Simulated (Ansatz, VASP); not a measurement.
## Two plane-wave programs on Sr3Pt

Contents of INCAR:

```
ALGO = Normal
EDIFF = 1E-7
ENCUT = 520
GGA = PE
ISIF = 2
ISMEAR = 0
LASPH = T
LCHARG = F
LREAL = F
LWAVE = F
NBANDS = 28
NELM = 100
PREC = Accurate
SIGMA = 0.1
```

File KPOINTS:

```
k-points
0
Gamma
  10 10 10
```

POSCAR

```
Sr3Pt
1.0
    5.1437300822      0.0000000000      0.0000000000
    0.0000000000      5.1437300822      0.0000000000
    0.0000000000      0.0000000000      5.1437300822
Sr Pt
3 1
Direct
    0.0000000000      0.5000000000      0.5000000000
    0.5000000000      0.0000000000      0.5000000000
    0.5000000000      0.5000000000      0.0000000000
    0.0000000000      0.0000000000      0.0000000000
```

Input for Ansatz:

```yaml
crystal:
  lattice:
    - [5.1437300822, 0.0, 0.0]
    - [0.0, 5.1437300822, 0.0]
    - [0.0, 0.0, 5.1437300822]
  atoms:
    - { symbol: Sr, position: [0.0, 0.5, 0.5] }
    - { symbol: Sr, position: [0.5, 0.0, 0.5] }
    - { symbol: Sr, position: [0.5, 0.5, 0.0] }
    - { symbol: Pt, position: [0.0, 0.0, 0.0] }
basis:
  ecutwfc: 420
kpoints:
  mp_grid: { grid: [10, 10, 10] }
  band_path:
    path:
      - [[0.0, 0.0, 0.0], [0.0, 0.5, 0.0], [0.5, 0.5, 0.0], [0.0, 0.0, 0.0], [0.5, 0.5, 0.5], [0.0, 0.5, 0.0]]
      - [[0.5, 0.5, 0.5], [0.5, 0.5, 0.0]]
    npoints: 14
hamiltonian:
  xc: pbe
scf:
  occupations: { method: gaussian, width: 0.1 }
  n_extra_bands: 10
output:
  forces: true
  stress: true
  eigenvalues: true
  populations: true
  dos: { projected: true, de: 0.02, nscf_kmesh: { grid: [12, 12, 12] } }
  bader: true
  write_density: true
  write_potential: true
  elf: true
  volumetric_format: npy
```

Alike in both runs: task single point; functional PBE; k mesh 10 × 10 × 10; occupations gaussian, width 0.1 eV; no spin polarisation.

|  | VASP | Ansatz |
| --- | --- | --- |
| version | VASP 6.6.1 | Ansatz 0.2.0 |
| potentials or method | VASP PAW PBE potentials, release 64 (Sr_sv, Pt), cutoff 520 eV | scalar-relativistic, plane waves, PAW |
| valence electrons in the cell | 40 | 48 |

```tsv
	VASP	Ansatz	Ansatz less VASP
gap on the k mesh at the Fermi level (eV)	none	none	-
pressure (GPa)	0.0	0.0	-0.06
```

A gap of «none» marks a metal or a gap that the smearing closes. The functional is the same, so the differences come from potentials, cutoffs and numerics. VASP's potentials hold 40 valence electrons a cell and Ansatz's 48, so a difference there can come from the potentials and not from the codes.

Spin-orbit coupling is off throughout.
